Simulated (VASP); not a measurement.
SrTe (m.b), 2 atoms in the cell. It takes space group Fm-3m (No. 225, cubic). Conventional cell: a = 6.719 Å, b = 6.719 Å, c = 6.719 Å, α = 90.00°, β = 90.00°, γ = 90.00°. Within 4.4 Å of Sr (site symmetry m-3m) lie 6 Te at 3.36 Å. Within 4.4 Å of Te (site symmetry m-3m) lie 6 Sr at 3.36 Å. 

- Program: VASP 6.6.1
- Task: single point
- Functional: PBE
- Potentials or basis: VASP PAW PBE potentials, release 64 (Sr_sv, Te)
- Cutoff: 500 eV
- k mesh: 8 × 8 × 8
- Occupations: gaussian, width 0.02 eV
- Spin: no spin polarisation
- Dipole correction: no
- Further INCAR settings: ALGO = Normal; EDIFF = 1e-06; NBANDS = 15

Potentials or basis: VASP PAW PBE potentials, release 64 (Sr_sv, Te).

Run with:

```sh
$ cat potpaw_PBE.64/Sr_sv/POTCAR potpaw_PBE.64/Te/POTCAR > POTCAR
$ mpirun -np 1 vasp_std > vasp.out
```

Hardware: 1 thread of Intel Xeon 8259CL (shared host).

Q: How long does it take, and how much memory?

A: Wall time 72 s on 1 thread of Intel Xeon 8259CL (shared host), peak memory 0.21 GiB. Counts: scf iterations 13, k points 29.
